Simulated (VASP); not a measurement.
**Cr: single point with PBE**

The system is Cr.

```xyz
2
Lattice="0.0000 2.6985 2.6985 2.6985 0.0000 2.6985 2.6985 2.6985 0.0000" Properties=species:S:1:pos:R:3 pbc="T T T"
Cr    0.6746    0.6746    0.6746
Cr    4.7224    4.7224    4.7224
```

This isn't the form of Cr at room conditions, which is bcc.

```json
{
  "Program": "VASP 6.6.1",
  "Task": "single point",
  "Functional": "PBE",
  "Potentials or basis": "VASP PAW PBE potentials, release 64 (Cr_pv)",
  "Cutoff": "520 eV",
  "k mesh": "17 × 17 × 17",
  "Occupations": "fermi-dirac, width 0.05 eV",
  "Spin": "collinear spin, antiferromagnetic start",
  "Starting moments": "[2.598, -2.598] μB"
}
```

```yaml
Pressure: 0.2 GPa
Band_gap_on_the_k_mesh: zero (filled and empty bands overlap)
Net_moment: 0.00 μB per cell
Site_moments: Cr +2.85, -2.85 μB
Valence_electrons_inside_the_program's_atomic_spheres: Cr 10.89
```

Levels at points of the mesh, in eV from the Fermi level:
Spin up:
```tsv
k point	band 10	band 11	band 12	band 13	band 14	band 15
(0.00, 0.00, 0.00)	-1.02	-1.02	-1.02	1.75	1.75	1.75
```
Spin down:
```csv
k point,band 8,band 9,band 10,band 11,band 12,band 13,band 14,band 15,band 16,band 17
"(0.00, 0.00, 0.00)",-1.15,-1.15,-1.02,-1.02,-1.02,1.75,1.75,1.75,3.45,3.45
```

Wall time 5.7 min on 1 thread of Intel Xeon 8259CL, with other jobs on the host, peak memory 0.32 GiB.

Caveat: an empty level that is flat over the whole mesh can mark a ghost state of the potentials, or a narrow d or f band.
